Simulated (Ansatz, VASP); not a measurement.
**BaTiO3: VASP beside Ansatz**

```
CELL_PARAMETERS angstrom
4.01923 0.00000 0.00000
0.00000 4.01923 0.11294
0.00000 0.11294 4.01928
ATOMIC_POSITIONS crystal
Ba 0.00000 0.00000 0.00000
Ti 0.50000 0.50000 0.50000
O 0.50000 0.50000 0.00000
O 0.50000 0.00000 0.50000
O 0.00000 0.50000 0.50000
```

Change from the starting cell: strain +0.0562 x Voigt [0, 0, 0, 1, 0, 0], atoms carried along.

Alike in both runs: task single point; functional PBE; k mesh 8 × 8 × 8; occupations gaussian, width 0.05 eV; no spin polarisation.

```csv
,VASP,Ansatz
version,VASP 6.6.1,Ansatz 0.2.0
potentials or method,"VASP PAW PBE potentials, release 64 (Ba_sv, Ti_sv, O), cutoff 520 eV","scalar-relativistic, plane waves, PAW"
valence electrons in the cell,40,40
```

Ansatz gave:

| Item | Value |
| --- | --- |
| gap on the k mesh at the Fermi level (eV) | 1.61 |
| least direct gap on the mesh (eV) | 1.61 |
| pressure (GPa) | 0.3 |
| traceless stress, the component that is largest in VASP (GPa) | -6.75 |

What did VASP give for the same quantities?

gap on the k mesh at the Fermi level (eV): 1.57; least direct gap on the mesh (eV): 1.59; pressure (GPa): 2.0; traceless stress, the component that is largest in VASP (GPa): -6.94.

Ansatz's warnings: near symmetry operations not taken.

Spin-orbit coupling is off throughout.
